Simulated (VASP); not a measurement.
KBr: single point with PBE

Crystal: KBr.

```
CELL_PARAMETERS angstrom
4.04350 0.00000 0.00000
0.00000 4.04350 0.00000
0.00000 0.00000 4.04350
ATOMIC_POSITIONS crystal
K 0.00000 0.00000 0.00000
Br 0.50000 0.50000 0.50000
```

```yaml
Program: VASP 6.6.1
Task: single point
Functional: PBE
Potentials_or_basis: VASP PAW PBE potentials, release 64 (K_sv, Br)
Cutoff: 520 eV
k_mesh: 6 × 6 × 6
Occupations: gaussian, width 0.02 eV
Spin: no spin polarisation
```

| Item | Value |
| --- | --- |
| Pressure | 0.0 GPa |
| Band gap on the k mesh | 3.86 eV, indirect (least direct gap 4.12 eV) |

Levels at points of the mesh, in eV from the valence-band top:
| k point | band 5 | band 6 | band 7 | band 8 | band 9 | band 10 | band 11 | band 12 |
| --- | --- | --- | --- | --- | --- | --- | --- | --- |
| (0.00, 0.00, 0.00) | -12.09 | -0.26 | -0.26 | -0.26 | 3.86 | 5.86 | 5.86 | 9.65 |
| (0.50, 0.00, 0.00) | -11.89 | -1.94 | -0.23 | -0.23 | 6.48 | 7.18 | 7.65 | 8.91 |
| (0.50, 0.50, 0.00) | -12.06 | -1.38 | -1.38 | 0.00 | 5.22 | 6.50 | 8.05 | 8.05 |
| (0.50, 0.50, 0.50) | -12.20 | -1.41 | -1.41 | -1.41 | 7.40 | 7.40 | 7.40 | 9.38 |

Run time: 17 s on 1 thread of Intel(R) Xeon(R) Platinum 8259CL CPU @ 2.50GHz (Skylake/Cascade Lake), with other jobs on the host, peak memory 0.17 GiB.

A k mesh can miss the band edges.
